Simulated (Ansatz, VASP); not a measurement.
# Two plane-wave programs on HgTe

File INCAR:

```
SYSTEM = HgTe
ALGO = Normal ; EDIFF = 1E-6
ENCUT = 500 ; GGA_COMPAT = .False.
ISIF = 2 ; ISMEAR = -1
LASPH = .True. ; LCHARG = .False.
LNONCOLLINEAR = .True. ; LORBIT = 11
LORBMOM = .True. ; LREAL = .False.
LSORBIT = .True. ; LWAVE = .False.
MAGMOM = 0 0 0 0 0 0 ; NBANDS = 30
NELM = 200 ; PREC = Accurate
SIGMA = 0.1
```

File KPOINTS:

```
k-points
0
Gamma
  6 6 6
  0 0 0
```

POSCAR

```
HgTe
1.0
    4.5459890000      0.0000000000      0.0000000000
    2.2729945000      3.9369419593      0.0000000000
    2.2729945000      1.3123139864      3.7117844754
Hg Te
1 1
Direct
    0.0000000000      0.0000000000      0.0000000000
    0.2500000000      0.2500000000      0.2500000000
```

Input for Ansatz:

```yaml
crystal:
  lattice:
    a: 4.545989
    b: 4.545989
    c: 4.545989
    alpha: 60.0
    beta: 60.0
    gamma: 60.0
  atoms:
    - { symbol: Hg, position: [0.0, 0.0, 0.0] }
    - { symbol: Te, position: [0.25, 0.25, 0.25] }
kpoints:
  mp_grid:
    grid: [6, 6, 6]
hamiltonian:
  xc: lda
magnetization:
  noncollinear: true
  spin_orbit: true
scf:
  occupations:
    method: fermi_dirac
output:
  eigenvalues: true
```

Alike in both runs: task single point; functional LDA; k mesh 6 × 6 × 6; non-collinear spin, spin-orbit coupling.

```csv
,VASP,Ansatz
version,VASP 6.6.1,Ansatz 0.2.0
potentials or method,"VASP PAW LDA potentials, release 64 (Hg, Te)","plane waves, PAW"
plane-wave cutoff (eV),500,420
occupations,"fermi-dirac, width 0.1 eV",fermi-dirac
valence electrons in the cell,18,36
```

|  | VASP | Ansatz | Ansatz less VASP |
| --- | --- | --- | --- |
| net moment per atom (μB) | 0.00 | 0.00 | 0.000 |

LDA's correlation is that of Perdew and Zunger in VASP and of Perdew and Wang (1992) in Ansatz. VASP's potentials hold 18 valence electrons a cell and Ansatz's 36, so a difference there can come from the potentials and not from the codes.
